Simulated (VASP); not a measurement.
Set up this calculation in VASP 6.6.1, as the native input.

| Quantity | Value |
| --- | --- |
| Task | single point |
| Functional | PBEsol |
| Potentials or basis | VASP PAW PBE potentials, release 64 (Al, Cu) |
| Cutoff | 520 eV |
| k mesh | 10 × 10 × 10 |
| Occupations | gaussian, width 0.15 eV |
| Spin | no spin polarisation |
| Dipole correction | no |
| Further INCAR settings | ALGO = Fast; EDIFF = 1e-06; NBANDS = 26 |

The structure of Al2Cu lies in POSCAR:

```
Al2Cu
1.0
   -2.9066000000      2.9066000000      2.2931000000
    2.9066000000     -2.9066000000      2.2931000000
    2.9066000000      2.9066000000     -2.2931000000
Al Cu
4 2
Direct
    0.1593210787      0.6593210787      0.8186421574
    0.6593210787      0.8406789213      0.5000000000
    0.8406789213      0.3406789213      0.1813578426
    0.3406789213      0.1593210787      0.5000000000
    0.7500000000      0.7500000000      0.0000000000
    0.2500000000      0.2500000000      0.0000000000
```

The input as run:

INCAR

```
ALGO = Fast ; EDIFF = 1E-6
ENCUT = 520 ; GGA = PS
ISIF = 2 ; ISMEAR = 0
LASPH = T ; LCHARG = F
LREAL = F ; LWAVE = F
NBANDS = 26 ; NELM = 80
PREC = Accurate ; SIGMA = 0.15
```

KPOINTS

```
k-points
0
Gamma
  10 10 10
```

Potentials or basis: VASP PAW PBE potentials, release 64 (Al, Cu).

The run is started by

```bash
$ cat potpaw_PBE.64/Al/POTCAR potpaw_PBE.64/Cu/POTCAR > POTCAR
$ mpirun -np 1 vasp_std > vasp.out
```

Results of the run:

The pressure is 16.1 GPa. The largest force is 0.188 eV/Å and the band gap on the k mesh is zero (band 17 reaches 12.49 eV, above the bottom of band 18 at 7.50 eV).

Caveat: the PAW data sets were made with another functional, which shifts forces and pressure a little.

Wall time 98 s on 1 thread of Intel(R) Xeon(R) 6975P-C (Granite Rapids), on a shared host, peak memory 0.32 GiB.
